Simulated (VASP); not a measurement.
Here is a VASP 6.6.1 calculation.

File INCAR:

```
SYSTEM = H6C3O
  PREC = Accurate
  ENCUT = 520
  EDIFF = 1E-6
  ISMEAR = -1
  SIGMA = 0.05
  LREAL = Auto
  LASPH = .TRUE.
  NELM = 100
  ALGO = Normal
  ISIF = 2
  LWAVE = .FALSE.
  LCHARG = .TRUE.
  GGA = PE
  LELF = .TRUE.
  LVHAR = .TRUE.
  NBANDS = 57
```

File KPOINTS:

```
regular mesh
0
G
  1 1 1
  0 0 0
```

The input POSCAR:

```
H6C3O
1.0
    7.6630940000      0.0000000000      0.0000000000
    0.0000000000      7.6630940000      0.0000000000
    0.0000000000      0.0000000000      7.6630940000
O C H
3 9 18
Direct
    0.1822501460      0.0399055525      0.4551947294
    0.7274476863      1.0199535592      0.5625012560
    0.9273147374      0.5014684669      0.4209526857
    0.2728793357      0.0861401413      0.3452260928
    0.7172168317      1.0327551770      0.4126923146
    0.8431059308      0.4554165719      0.3108274543
    0.1073326257      0.3078130061      0.9703521841
    0.3075781140      0.2798999986      0.9254486504
    0.4477303815      0.6072351455      0.2037166711
    0.3682324659      0.6092578272      0.3767277290
    0.9839106763      0.8408222580      0.8897581055
    0.8672737148      0.7023142350      0.8241579707
    0.0977411996      0.4150020866      1.0664752383
    0.0233195626      0.3496498934      0.8615319087
    0.0493403839      0.1956520434      1.0359523190
    0.3029846691      0.1935380148      0.8129353496
    0.3755793678      0.3949710130      0.8805320671
    0.3730477533      0.2046562394      1.0224590746
    0.5118298170      0.4829641917      0.1707143355
    0.3618120827      0.6255175781      0.0928345653
    0.5544235788      0.6990387956      0.1959782824
    0.4384390952      0.6900345996      0.4785273416
    0.2306379120      0.6661539060      0.3782284284
    0.3610813074      0.4765177094      0.4245413145
    0.9859594571      0.8545503944      1.0312544776
    1.1236062092      0.8018432242      0.8422316104
    0.9526830808      0.9724140145      0.8584783118
    0.8337232977      0.7319628338      0.6838882571
    0.9338656162      0.5738021744      0.8253715797
    0.7430027610      0.7114228274      0.8857910395
```

Potentials or basis: VASP PAW PBE potentials, release 64 (O, C, H).

Run with:

```console
$ cat potpaw_PBE.64/O/POTCAR potpaw_PBE.64/C/POTCAR potpaw_PBE.64/H/POTCAR > POTCAR
$ mpirun -np 1 vasp_gam > vasp.out
```

Question: Estimate the largest force.

Answer: 3.088 eV/Å.

Question: What does it give for the pressure?

Answer: 1.1 GPa.

Stress tensor (GPa, compression positive):
```
 0.11  1.28  0.43
 1.28  1.45 -0.38
 0.43 -0.38  1.76
```

Caveat: the k points lie up to 0.82 Å⁻¹ apart; the atoms stand as in a frame of molecular dynamics.
